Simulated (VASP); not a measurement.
# TlPS4 (P6/mmm) in VASP: a series of runs, part 2 of 2

VASP 6.6.1. Earlier steps stand in the parts before.

## (5) Relaxation of cell and atoms, PBE

This run uses another cell than the first one, of 20.55 Å³/atom, 0.981 times its volume.

Input file INCAR:

```
ALGO = Normal ; EDIFF = 1E-7
EDIFFG = -0.04 ; ENCUT = 600
GGA = PE ; IBRION = 2
ISIF = 3 ; ISMEAR = 0
LASPH = T ; LCHARG = F
LREAL = F ; LWAVE = F
NELM = 60 ; NSW = 90
PREC = Accurate ; SIGMA = 0.1
```

Input file KPOINTS:

```
k-points
0
Gamma
  6 6 2
```

Input file POSCAR:

```
TlPS4
1.0
    4.0026343800      0.0000000000      0.0000000000
   -2.0013171900      3.4663830500      0.0000000000
    0.0000000000      0.0000000000      8.8875497400
Tl P S
1 1 4
Direct
    0.0000000000      0.0000000000      0.5000000000
    0.0000000000      0.0000000000      0.0000000000
    0.6666666700      0.3333333300      0.2336920100
    0.3333333300      0.6666666700      0.7663079900
    0.3333333300      0.6666666700      0.2336920100
    0.6666666700      0.3333333300      0.7663079900
```

Potentials or basis: VASP PAW PBE potentials, release 64 (Tl_d, P, S).

Launch:

```
$ cat potpaw_PBE.64/Tl_d/POTCAR potpaw_PBE.64/P/POTCAR potpaw_PBE.64/S/POTCAR > POTCAR
$ mpirun -np 1 vasp_std > vasp.out
```

OUTCAR:

```text
EDIFF = 1E-7
   EDIFFG = -0.04
   ENCUT = 600
   GGA = PE
   IBRION = 2
   ISIF = 3
   ISMEAR = 0
   LASPH = T
   LREAL = F
   NELM = 60
   NSW = 90
   PREC = Accurate

 ion  position               nearest neighbor table
   1  0.000  0.000  0.500-   3 3.31   4 3.31   5 3.31   6 3.31   4 3.31   5 3.31   3 3.31   6 3.31
                             3 3.31   6 3.31   4 3.31   5 3.31
   2  0.000  0.000  0.000-
   3  0.667  0.333  0.234-   5 2.31   5 2.31   5 2.31   1 3.31   1 3.31   1 3.31
   4  0.333  0.667  0.766-   6 2.31   6 2.31   6 2.31   1 3.31   1 3.31   1 3.31
   5  0.333  0.667  0.234-   3 2.31   3 2.31   3 2.31   1 3.31   1 3.31   1 3.31
   6  0.667  0.333  0.766-   4 2.31   4 2.31   4 2.31   1 3.31   1 3.31   1 3.31

  LATTYP: Found a hexagonal cell.
 ALAT       =     4.0026343800
 C/A-ratio  =     2.2204250741

  Lattice vectors:

 A1 = (   4.0026343800,   0.0000000000,   0.0000000000)
 A2 = (  -2.0013171900,   3.4663830500,   0.0000000000)
 A3 = (   0.0000000000,   0.0000000000,   8.8875497400)

Analysis of symmetry for initial positions (statically):
=====================================================================
 Subroutine PRICEL returns:
 Original cell was already a primitive cell.

 Routine SETGRP: Setting up the symmetry group for a
 hexagonal supercell.

 Subroutine GETGRP returns: Found 24 space group operations
 (whereof 24 operations were pure point group operations)
 out of a pool of 24 trial point group operations.

The static configuration has the point symmetry D_6h.

Analysis of symmetry for dynamics (positions and initial velocities):
=====================================================================
 Subroutine PRICEL returns:
 Original cell was already a primitive cell.

 Routine SETGRP: Setting up the symmetry group for a
 hexagonal supercell.

 Subroutine GETGRP returns: Found 24 space group operations
 (whereof 24 operations were pure point group operations)
 out of a pool of 24 trial point group operations.

The dynamic configuration has the point symmetry D_6h.

 Subroutine INISYM returns: Found 24 space group operations
 (whereof 24 operations are pure point group operations),
 and found     1 'primitive' translations

----------------------------------------------------------------------------------------

                                     Primitive cell

  volume of cell :     123.3118

  direct lattice vectors                    reciprocal lattice vectors
     4.002634380  0.000000000  0.000000000     0.249835460  0.144242570  0.000000000
    -2.001317190  3.466383050  0.000000000     0.000000000  0.288485140  0.000000000
     0.000000000  0.000000000  8.887549740     0.000000000  0.000000000  0.112516951

  length of vectors
     4.002634380  4.002634376  8.887549740     0.288485140  0.288485140  0.112516951

  position of ions in fractional coordinates (direct lattice)
     0.000000000  0.000000000  0.500000000
     0.000000000  0.000000000  0.000000000
     0.666666670  0.333333330  0.233692010
     0.333333330  0.666666670  0.766307990
     0.333333330  0.666666670  0.233692010
     0.666666670  0.333333330  0.766307990

  ion indices of the primitive-cell ions
   primitive index   ion index
                 1           1
[... 34 lines left out ...]
  0.000000  0.000000  0.000000      1.000000
  0.166667  0.000000  0.000000      6.000000
  0.333333  0.000000  0.000000      6.000000
  0.500000  0.000000  0.000000      3.000000
  0.166667  0.166667  0.000000      6.000000
  0.333333  0.166667  0.000000     12.000000
  0.333333  0.333333  0.000000      2.000000
  0.000000  0.000000  0.500000      1.000000
  0.166667  0.000000  0.500000      6.000000
  0.333333  0.000000  0.500000      6.000000
  0.500000  0.000000  0.500000      3.000000
  0.166667  0.166667  0.500000      6.000000
  0.333333  0.166667  0.500000     12.000000
  0.333333  0.333333  0.500000      2.000000
   k-points           NKPTS =     14   k-points in BZ     NKDIM =     14   number of bands    NBANDS=     25
   number of dos      NEDOS =    301   number of ions     NIONS =      6
   total plane-waves  NPLWV =  73728
   dimension x,y,z NGX =    32 NGY =   32 NGZ =   72
   dimension x,y,z NGXF=    64 NGYF=   64 NGZF=  144
   ions per type =               1   1   4
   NGX,Y,Z   is equivalent  to a cutoff of  13.29, 13.29, 13.47 a.u.
   NGXF,Y,Z  is equivalent  to a cutoff of  26.58, 26.58, 26.94 a.u.
 SYSTEM =  unknown system
   PREC   = accura    normal or accurate (medium, high low for compatibility)
   ISTART =      0    job   : 0-new  1-cont  2-samecut
   ICHARG =      2    charge: 1-file 2-atom 10-const
   ISPIN  =      1    spin polarized calculation?
   LNONCOLLINEAR =      F non collinear calculations
   LSORBIT =      F    spin-orbit coupling
   LASPH  =      T    aspherical Exc in radial PAW
   ENCUT  =  600.0 eV  44.10 Ry    6.64 a.u.   7.99  7.99 17.75*2*pi/ulx,y,z
   NELM   =     60;   NELMIN=  2; NELMDL= -5     # of ELM steps
   EDIFF  = 0.1E-06   stopping-criterion for ELM
   LREAL  =      F    real-space projection
   EDIFFG = -.4E-01   stopping-criterion for IOM
   NSW    =     90    number of steps for IOM
   IBRION =      2    ionic relax: 0-MD 1-quasi-New 2-CG
   NFREE  =      1    steps in history (QN), initial steepest desc. (CG)
   ISIF   =      3    stress and relaxation
   ISYM   =      2    0-nonsym 1-usesym 2-fastsym
   POTIM  = 0.5000    time-step for ionic-motion
   TEBEG  =    0.0;   TEEND  =   0.0 temperature during run
   PSTRESS=    0.0 pullay stress
   NELECT =      42.0000    total number of electrons
   NUPDOWN=      -1.0000    fix difference up-down
   EMIN   =  10.00;   EMAX   =-10.00  energy-range for DOS
   EFERMI =   0.00;   METHOD = LEGACY
   ISMEAR =     0;   SIGMA  =   0.10  broadening in eV -4-tet -1-fermi 0-gaus
   EFERMI_NEDOS =   21; number of points for ismear=-14 and -15
   IALGO  =     38    algorithm
   IMIX   =      4    mixing-type and parameters
     AMIX     =   0.40;   BMIX     =  1.00
     AMIX_MAG =   1.60;   BMIX_MAG =  1.00
  volume/ion in A,a.u.               =      20.55       138.69
  Fermi-wavevector in a.u.,A,eV,Ry     =   1.143290  2.160505 17.784340  1.307112
  Thomas-Fermi vector in A             =   2.279986
   LORBIT       =      0    0 simple, 1 ext, 2 COOP (PROOUT), +10 PAW based schemes
   GGA     = PE    functional components
   LHFCALC =     F    Hartree Fock is set to
   AEXX    =    0.0000 exact exchange contribution
   IVDW    =     0    specifies the selected vdW correction
   LEPSILON=     F    determine dielectric tensor
   LRPA    =     F    only Hartree local field effects (RPA)
 conjugate gradient relaxation of ions
 non-spin polarized calculation
 Gauss-broadening in eV      SIGMA  =   0.10
  energy-cutoff  :      600.00
  volume of cell :      123.31
 maximum number of plane-waves:      4136
 NGX is ok and might be reduce to    32
   NGX = 15   NGY = 15   NGZ = 35

--------------------------------------- Ionic step        1  -------------------------------------------

 number of electron      42.0000001 magnetization

 Free energy of the ion-electron system (eV)
  ---------------------------------------------------
  ext. energy  EPLUGINS =         0.00000000
  ---------------------------------------------------
  free energy    TOTEN  =       -18.62590814 eV

  energy without entropy =      -18.60107389  energy(sigma->0) =      -18.61349101

------------------------ aborting loop because EDIFF is reached ----------------------------------------

  FORCE on cell =-STRESS in cart. coord.  units (eV):
  Direction    XX          YY          ZZ          XY          YZ          ZX
  --------------------------------------------------------------------------------------
  -------------------------------------------------------------------------------------
  Total        6.0268074      6.0268073     -3.3121217     -0.0000000      0.0000000      0.0000000
  in kB       78.3056996     78.3056994    -43.0340627     -0.0000000      0.0000000      0.0000000
  external PRESSURE =      37.8591121 kB  Pullay stress =       0.0000000 kB
[... 500 lines left out ...]
  FREE ENERGIE OF THE ION-ELECTRON SYSTEM (eV)
  ---------------------------------------------------
  free  energy   TOTEN  =       -19.3195368756 eV

  energy  without entropy=      -19.2897412512  energy(sigma->0) =      -19.30463906

[... ionic steps 4 to 10 ...]

--------------------------------------- Ionic step       11  -------------------------------------------

 number of electron      41.9999996 magnetization

------------------------ aborting loop because EDIFF is reached ----------------------------------------
[... 474 lines left out ...]
--------------------------------------- Ionic step       13  -------------------------------------------

 number of electron      41.9999995 magnetization

 Free energy of the ion-electron system (eV)
  ---------------------------------------------------
  ext. energy  EPLUGINS =         0.00000000
  ---------------------------------------------------
  free energy    TOTEN  =       -20.02980381 eV

  energy without entropy =      -20.00931338  energy(sigma->0) =      -20.01955860

 E-fermi :   5.7529     XC(G=0): -10.0215

 val. band max:        5.7225468252   @ k =   0.1667   0.1667   0.5000
 cond. band min:       5.7689547096   @ k =   0.3333   0.0000   0.5000
 fundamental gap:      0.0464078844
 Fermi energy:         5.7529201991
[... 423 lines left out ...]
  FREE ENERGIE OF THE ION-ELECTRON SYSTEM (eV)
  ---------------------------------------------------
  free  energy   TOTEN  =       -20.0298038073 eV

  energy  without entropy=      -20.0093133844  energy(sigma->0) =      -20.01955860

 reached required accuracy - stopping structural energy minimisation
```

CONTCAR:

```text
TlPS4
   1.00000000000000
     4.3061544561950127    0.0000000000000000   -0.0000000000000000
    -2.1530772280975063    3.7292391455570186    0.0000000000000000
    -0.0000000000000000    0.0000000000000000    7.7620765034594470
  Tl              P               S
     1     1     4
Direct
     0.0000000000000000    0.0000000000000000    0.5000000000000000
     0.0000000000000000    0.0000000000000000    0.0000000000000000
     0.6666666699999979    0.3333333300000021    0.1955376025957848
     0.3333333300000021    0.6666666699999979    0.8044623974042151
     0.3333333300000021    0.6666666699999979    0.1955376025957848
     0.6666666699999979    0.3333333300000021    0.8044623974042151

  0.00000000E+00  0.00000000E+00  0.00000000E+00
  0.00000000E+00  0.00000000E+00  0.00000000E+00
  0.00000000E+00  0.00000000E+00  0.00000000E+00
  0.00000000E+00  0.00000000E+00  0.00000000E+00
  0.00000000E+00  0.00000000E+00  0.00000000E+00
  0.00000000E+00  0.00000000E+00  0.00000000E+00
```

Run time: 4 min. Hardware: 1 thread of Intel Xeon 6975P-C (Granite Rapids), shared host; peak memory 0.3 GiB.

What came out:

```
Free energy                            : -20.0298 eV
Relaxed volume                         : 20.77 Å³/atom
Relaxed cell                           : a = 4.306 Å, b = 4.306 Å, c = 7.762 Å, α = 90.00°, β = 90.00°, γ = 120.00°
Space group after relaxing (to 0.05 Å) : P6/mmm (No. 191)
Energy gained by relaxing              : 234.0 meV/atom
Ionic steps                            : 13
Pressure after relaxing                : 0.1 GPa
Largest force after relaxing           : 0.006 eV/Å
Band gap on the k mesh                 : zero (band 21 reaches 6.14 eV, above the bottom of band 22 at 5.00 eV)
```

Forces in eV/Å, atoms in the order of the input:
```
Tl   0.000  0.000  0.000
P    0.000  0.000  0.000
S    0.000  0.000  0.006
S    0.000  0.000 -0.006
S    0.000  0.000  0.006
S    0.000  0.000 -0.006
```

Stress tensor (GPa, compression positive):
```
0.08 0.00 0.00
0.00 0.08 0.00
0.00 0.00 0.20
```

Step by step:
| step | energy change (eV) | largest force (eV/Å) | pressure (GPa) | volume (Å³) |
| --- | --- | --- | --- | --- |
| 1 | 0.0000 | 0.6891 | 3.79 | 123.31 |
| 2 | -0.5416 | 0.6960 | -0.85 | 131.94 |
| 3 | -0.6936 | 0.6504 | -3.95 | 139.52 |
| 4 | -1.0584 | 0.5863 | -3.35 | 132.29 |
| 5 | -1.2368 | 0.2887 | -2.07 | 124.29 |
| 6 | -1.3047 | 0.2328 | 1.45 | 117.85 |
| 7 | -1.3069 | 0.2404 | 0.89 | 118.78 |
| 8 | -1.3404 | 0.2208 | 0.72 | 120.05 |
| 9 | -1.3965 | 0.1116 | 0.34 | 123.78 |
| 10 | -1.3980 | 0.0910 | 0.30 | 124.45 |
| 11 | -1.4008 | 0.0235 | -0.60 | 126.39 |
| 12 | -1.4029 | 0.0476 | -0.26 | 125.60 |
| 13 | -1.4039 | 0.0061 | 0.12 | 124.65 |

Final structure:
```yaml
crystal:
  lattice:
    - [4.30615, 0.00000, 0.00000]
    - [-2.15308, 3.72924, 0.00000]
    - [0.00000, 0.00000, 7.76208]
  atoms:
    - { symbol: Tl, position: [0.00000, 0.00000, 0.50000] }
    - { symbol: P, position: [0.00000, 0.00000, 0.00000] }
    - { symbol: S, position: [0.66667, 0.33333, 0.19554] }
    - { symbol: S, position: [0.33333, 0.66667, 0.80446] }
    - { symbol: S, position: [0.33333, 0.66667, 0.19554] }
    - { symbol: S, position: [0.66667, 0.33333, 0.80446] }
```

Levels at points of the mesh, in eV from the Fermi level:
```tsv
k point	band 17	band 18	band 19	band 20	band 21	band 22	band 23	band 24	band 25
(0.00, 0.00, 0.00)	-3.03	-3.03	-2.41	-1.03	-0.54	-0.54	-0.29	1.05	2.37
(0.50, 0.00, 0.00)	-1.74	-1.72	-0.86	-0.05	0.07	1.22	1.36	1.42	1.82
(0.00, 0.00, 0.50)	-2.98	-2.98	-2.08	-0.91	-0.76	-0.76	0.74	0.85	2.86
(0.50, 0.00, 0.50)	-2.79	-1.88	-0.32	0.11	0.39	1.15	1.34	1.81	2.53
```

Caveat: spin-orbit coupling is left out, which moves the levels of the heavy elements.

## (6) Overview

```csv
task,cell,k mesh,cutoff (eV),gap on the mesh (eV),pressure (GPa),relaxed volume (Å³/atom),largest force (eV/Å)
relaxation of cell and atoms,"relaxed from a = 4.310, b = 4.310, c = 7.812 Å, angles 90.0, 90.0, 120.0°, 6 atoms",12 × 12 × 6,600,none,0.0,20.70,-
single point,"a = 4.003, b = 4.003, c = 8.888 Å, angles 90.0, 90.0, 120.0°, 6 atoms",6 × 6 × 2,520,none,3.7,-,0.69
single point,"a = 4.310, b = 4.310, c = 7.812 Å, angles 90.0, 90.0, 120.0°, 6 atoms",6 × 6 × 2,520,none,-0.2,-,-
relaxation of cell and atoms,"relaxed from a = 4.003, b = 4.003, c = 8.888 Å, angles 90.0, 90.0, 120.0°, 6 atoms",6 × 6 × 2,600,none,0.1,20.77,0.01
```

Alike in all rows: level PBE; potentials or basis VASP PAW PBE potentials, release 64 (Tl_d, P, S); no spin polarisation; smearing gaussian 0.1 eV.

Caveats: some runs use coarse meshes; spin-orbit coupling is left out, which moves the levels of the heavy elements.

Absolute energies hang on the potentials; compare differences alone.
